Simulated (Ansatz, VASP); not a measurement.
**Co: VASP beside Ansatz**

Contents of INCAR:

```
SYSTEM = Co
  PREC = Accurate
  ENCUT = 520
  EDIFF = 1E-6
  ISMEAR = -1
  SIGMA = 0.05
  LREAL = .FALSE.
  LASPH = .TRUE.
  NELM = 150
  ALGO = Normal
  ISIF = 2
  LWAVE = .FALSE.
  LCHARG = .FALSE.
  ISPIN = 2
  MAGMOM = -1.69 -1.69
  LORBIT = 11
  LMAXMIX = 4
  GGA = PE
  NBANDS = 20
```

File KPOINTS:

```
regular mesh
0
G
  24 24 13
  0 0 0
```

The input POSCAR:

```
Co
1.0
    2.5583181128      0.0000000000      0.0000000000
   -1.2791590564      2.2155684766      0.0000000000
    0.0000000000      0.0000000000      4.1324500572
Co
2
Direct
    0.3333333333      0.6666666667      0.2500000000
    0.6666666667      0.3333333333      0.7500000000
```

Input for Ansatz:

```yaml
crystal:
  lattice:
    - [2.5583181128, 0.0, 0.0]
    - [-1.2791590564, 2.2155684766, 0.0]
    - [0.0, 0.0, 4.1324500572]
  atoms:
    - { symbol: Co, position: [0.3333333333, 0.6666666667, 0.25], spin: -1.69 }
    - { symbol: Co, position: [0.6666666667, 0.3333333333, 0.75], spin: -1.69 }
hamiltonian:
  xc: pbe
  pseudopotentials:
    kind: paw
    azcp:
      Co: "pseudopotentials/Co.paw.azcp"
basis:
  ecutwfc: 420
  fft_grid_basis: typed
kpoints:
  mp_grid: { grid: [24, 24, 13], shift: [0, 0, 0] }
magnetization:
  spin_polarized: true
scf:
  occupations: { method: fermi_dirac, width: 0.05 }
output:
  stress: true
```

Alike in both runs: task single point; functional PBE; k mesh 24 × 24 × 13; occupations fermi-dirac, width 0.05 eV; collinear spin.

|  | VASP | Ansatz |
| --- | --- | --- |
| version | VASP 6.6.1 | Ansatz 0.2.0 |
| potentials or method | VASP PAW PBE potentials, release 64 (Co), cutoff 520 eV | plane waves (420 eV) with PAW, scalar-relativistic |
| valence electrons in the cell | 18 | 34 |

|  | VASP | Ansatz | Ansatz less VASP |
| --- | --- | --- | --- |
| pressure (GPa) | -13.9 | -13.5 | +0.34 |
| traceless stress, the component that is largest in VASP (GPa) | 0.29 | 0.44 | +0.149 |
| net moment per atom (μB) | 1.65 | 1.66 | +0.008 |
| size of the moment on the site where the two differ most (μB) | 1.69 | 1.75 | +0.057 |

Site moments also hang on the region over which each program counts them. VASP's potentials hold 18 valence electrons a cell and Ansatz's 34, so a difference there can come from the potentials and not from the codes.
